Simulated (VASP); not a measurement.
Al2Pt, 3 atoms in the cell. The structure is cubic, space group Fm-3m (No. 225). Conventional cell: a = 5.910 Å, b = 5.910 Å, c = 5.910 Å, α = 90.00°, β = 90.00°, γ = 90.00°. Within 3.4 Å of Al (site symmetry -43m) lie 4 Pt at 2.56 Å and 6 Al at 2.96 Å. Pt (site symmetry m-3m) has 8 Al at 2.56 Å within 3.4 Å. 

```yaml
Program: VASP 6.6.1
Task: electric field gradients
Functional: PBE
Potentials_or_basis: VASP PAW PBE potentials, release 64 (Al, Pt)
Cutoff: 520 eV
k_mesh: 12 × 12 × 12
Occupations: fermi-dirac, width 0.08 eV
Spin: no spin polarisation
Dipole_correction: no
Further_INCAR_settings: ALGO = Normal; EDIFF = 1e-08; NBANDS = 15
```

Potentials or basis: VASP PAW PBE potentials, release 64 (Al, Pt).

Run with:

```bash
$ cat potpaw_PBE.64/Al/POTCAR potpaw_PBE.64/Pt/POTCAR > POTCAR
$ mpirun -np 1 vasp_std > vasp.out
```

Hardware: 1 thread of Intel Xeon 6975P-C, with other jobs on the host.

Problem. Estimate the wall time of this run.

Solution. Run time: 36 s on 1 thread of Intel Xeon 6975P-C, on a shared host, peak memory 0.21 GiB. Counts: scf iterations 15, k points 72.
